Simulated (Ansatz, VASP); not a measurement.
**One calculation of Zr2NbC3, two programs**

File INCAR:

```
SYSTEM = Zr2NbC3
ALGO = Normal
EDIFF = 1E-6
ENCUT = 520
GGA = PE
ISIF = 2
ISMEAR = 0
LASPH = .True.
LCHARG = .True.
LELF = .True.
LREAL = .False.
LVHAR = .True.
LWAVE = .False.
NBANDS = 34
NELM = 60
PREC = Accurate
SIGMA = 0.1
```

File KPOINTS:

```
k-points
0
Gamma
  4 4 4
  0 0 0
```

POSCAR

```
Zr2NbC3
1.0
    2.4418849100     -4.3946383900      0.0000000000
    2.4418849100      4.3946383900      0.0000000000
    0.0000000000      0.0000000000      4.0303491700
Zr Nb C
2 1 3
Direct
    0.5000000000      0.0000000000      0.5000000000
    0.0000000000      0.5000000000      0.5000000000
    0.0000000000      0.0000000000      0.0000000000
    0.6779564000      0.3220436000      0.0000000000
    0.3220436000      0.6779564000      0.0000000000
    0.5000000000      0.5000000000      0.5000000000
```

Input for Ansatz:

```yaml
crystal:
  lattice:
    - [2.44188491, -4.39463839, 0.0]
    - [2.44188491, 4.39463839, 0.0]
    - [0.0, 0.0, 4.03034917]
  atoms:
    - { symbol: Zr, position: [0.5, 0.0, 0.5] }
    - { symbol: Zr, position: [0.0, 0.5, 0.5] }
    - { symbol: Nb, position: [0.0, 0.0, 0.0] }
    - { symbol: C, position: [0.6779564, 0.3220436, 0.0] }
    - { symbol: C, position: [0.3220436, 0.6779564, 0.0] }
    - { symbol: C, position: [0.5, 0.5, 0.5] }
basis:
  ecutwfc: 420
kpoints:
  mp_grid: { grid: [4, 4, 4] }
hamiltonian:
  xc: pbe
scf:
  occupations: { method: gaussian, width: 0.1 }
  lower_state_search: "off"
output:
  forces: true
  stress: true
  eigenvalues: true
```

Change from the starting cell: species swapped into the LaAl2Ag3 type (Cmmm, No. 65).

Alike in both runs: task single point; functional PBE; k mesh 4 × 4 × 4; occupations gaussian, width 0.1 eV; no spin polarisation.

|  | VASP | Ansatz |
| --- | --- | --- |
| version | VASP 6.6.1 | Ansatz 0.2.0 |
| potentials or method | VASP PAW PBE potentials, release 64 (Zr_sv, Nb_sv, C), cutoff 520 eV | scalar-relativistic, plane waves, PAW |
| valence electrons in the cell | 49 | 49 |

```tsv
	VASP	Ansatz	Ansatz less VASP
gap on the k mesh at the Fermi level (eV)	none	none	-
pressure (GPa)	-8.5	-8.7	-0.16
traceless stress, the component that is largest in VASP (GPa)	25.90	25.68	-0.221
rms of the force components (eV/Å)	0.141	0.143	+0.0023
```

Atom by atom the forces differ by 0.002 eV/Å (rms over components). A gap of «none» marks a metal or a gap that the smearing closes.

The k mesh is coarse, so the values compare programs but aren't converged.
